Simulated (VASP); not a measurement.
Runs of VASP 6.6.1 on SbP. The structure is that of space group P3m1 (No. 156), or close to it. The cells are those of the table. 

| task | level | cell | k mesh | smearing | k mesh for the DOS | occupations for the DOS | gap on the mesh (eV) | largest force (eV/Å) |
| --- | --- | --- | --- | --- | --- | --- | --- | --- |
| single point | PBE | a = 3.733, b = 3.733, c = 26.837 Å, angles 90.0, 90.0, 120.0°, 2 atoms | 12 × 12 × 1 | gaussian 0.02 eV | - | - | (b) | (a) |
| single point | PBE | a = 3.675, b = 3.675, c = 16.000 Å, angles 90.0, 90.0, 120.0°, 2 atoms | 6 × 6 × 1 | gaussian 0.1 eV | - | - | 1.32 | 0.75 |
| single point | r2SCAN | a = 3.733, b = 3.733, c = 26.837 Å, angles 90.0, 90.0, 120.0°, 2 atoms | 12 × 12 × 1 | gaussian 0.02 eV | - | - | 2.03 | 0.24 |
| single point | PBE | a = 3.733, b = 3.733, c = 26.837 Å, angles 90.0, 90.0, 120.0°, 2 atoms | 6 × 6 × 1 | gaussian 0.1 eV | - | - | 1.76 | 0.08 |

Alike in all rows: potentials or basis VASP PAW PBE potentials, release 64 (Sb, P); no spin polarisation; cutoff (eV) 520.

**Question.** Estimate the missing entries.

**Answer.** (a) 0.05; (b) 1.75.

Caveats: spin-orbit coupling is left out, which moves the levels of the heavy elements; the PAW data sets were made with another functional, which shifts forces and pressure a little (some runs).

A k mesh can miss the band edges, and the runs leave out spin-orbit coupling on Sb.
